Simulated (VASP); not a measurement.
LiB2:

```
Li B
1.0
     2.84062    0.00000    0.00000
    -1.42031    2.46005    0.00000
     0.00000    0.00000    4.47791
Li B
1 2
Cartesian
  0.0000 0.0000 0.0000
  1.4203 0.8200 3.2463
  1.4203 0.8200 1.2316
```

| Item | Value |
| --- | --- |
| Program | VASP 6.6.1 |
| Task | relaxation of cell and atoms |
| Functional | PBE |
| Potentials or basis | VASP PAW PBE potentials, release 64 (Li_sv, B) |
| Cutoff | 600 eV |
| k mesh | 6 × 6 × 4 |
| Occupations | gaussian, width 0.1 eV |
| Spin | no spin polarisation |

At the start: pressure -8.3 GPa; volume 10.43 Å³/atom.

**Question.** How do energy, volume and symmetry change on relaxing?

**Answer.** Over 24 steps the energy falls by 848.2 meV/atom and the volume is 7.82 Å³/atom (-25.0 %); space group P-6m2 (No. 187, to 0.05 Å).

Step by step:
| step | energy change (eV) | largest force (eV/Å) | pressure (GPa) | volume (Å³) |
| --- | --- | --- | --- | --- |
| 1 | 0.0000 | 3.2905 | -8.30 | 31.29 |
| 2 | -0.8676 | 1.4032 | 1.33 | 28.91 |
| 3 | -0.8696 | 1.6407 | 12.19 | 27.96 |
| 4 | -0.9249 | 0.5055 | 5.27 | 28.50 |
| 5 | -1.4984 | 3.0173 | 7.09 | 28.32 |
| 6 | -1.5210 | 5.6195 | 10.14 | 28.13 |
| 7 | -1.6675 | 5.4274 | 7.77 | 28.20 |
| 8 | -1.9334 | 5.0518 | 2.06 | 28.29 |
| 9 | -1.7327 | 4.3395 | -3.34 | 28.00 |
| 10 | -1.9271 | 5.0621 | -0.29 | 28.26 |
| 11 | -2.1046 | 3.6037 | -3.54 | 28.23 |
| 12 | -2.3322 | 0.8908 | -9.84 | 28.16 |
| 13 | -2.3533 | 0.1275 | -11.57 | 28.13 |
| 14 | -2.3544 | 0.0657 | -12.00 | 28.12 |
| 15 | -2.3818 | 0.0553 | -11.21 | 27.75 |
| 16 | -2.4497 | 0.0160 | -8.51 | 26.64 |
| 17 | -2.5143 | 0.1693 | -1.60 | 24.50 |
| 18 | -2.5151 | 0.1942 | -0.42 | 24.21 |
| 19 | -2.5302 | 0.1797 | -0.67 | 23.91 |
| 20 | -2.5333 | 0.4116 | -0.73 | 23.72 |
| 21 | -2.5407 | 0.2096 | 0.03 | 23.58 |
| 22 | -2.5439 | 0.0270 | 0.98 | 23.41 |
| 23 | -2.5439 | 0.0420 | 1.03 | 23.40 |
| 24 | -2.5445 | 0.0347 | 0.35 | 23.47 |

Final structure:
```yaml
crystal:
  lattice:
    - [2.26434, 0.00000, 0.00000]
    - [-1.13217, 1.96097, 0.00000]
    - [0.00000, 0.00000, 5.28623]
  atoms:
    - { symbol: Li, position: [0.00000, 0.00000, 0.00000] }
    - { symbol: B, position: [0.66667, 0.33333, 0.65799] }
    - { symbol: B, position: [0.66667, 0.33333, 0.34201] }
```

Caveat: the k points lie up to 0.53 Å⁻¹ apart in the final cell; the cutoff is under 1.25 times the usual one of these potentials, so pressure, stress and relaxed cells hold a basis-set (Pulay) error; the volume moved by over 15 % at a fixed basis, so the end points are rough.
